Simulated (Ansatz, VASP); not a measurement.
**One calculation of PtSe2, two programs**

```
CELL_PARAMETERS angstrom
3.72780 0.00000 0.00000
-1.86390 3.22837 0.00000
0.00000 0.00000 5.03130
ATOMIC_POSITIONS crystal
Pt 0.00000 0.00000 0.00000
Se 0.33333 0.66667 0.25500
Se 0.66667 0.33333 0.74500
```

Alike in both runs: task relaxation of cell and atoms; functional PBE; dispersion D3(BJ); k mesh 12 × 12 × 8; occupations gaussian, width 0.03 eV; no spin polarisation.

|  | VASP | Ansatz |
| --- | --- | --- |
| version | VASP 6.6.1 | Ansatz 0.2.0 |
| potentials or method | VASP PAW PBE potentials, release 64 (Pt, Se) | scalar-relativistic, plane waves, PAW |
| plane-wave cutoff (eV) | 600 | 420 |
| valence electrons in the cell | 22 | 50 |

Ansatz gave:

- gap on the k mesh at the Fermi level, each at its own relaxed structure (eV): none
- relaxed volume (Å³/atom): 19.79
- relaxed cell length with the largest relative difference (Å): 4.820

Task: Which values does VASP return?

Result: gap on the k mesh at the Fermi level, each at its own relaxed structure (eV): none; relaxed volume (Å³/atom): 19.77; relaxed cell length with the largest relative difference (Å): 4.816.

A gap of «none» marks a metal or a gap that the smearing closes. VASP's potentials hold 22 valence electrons a cell and Ansatz's 50, so a difference there can come from the potentials and not from the codes.

Spin-orbit coupling is off throughout.
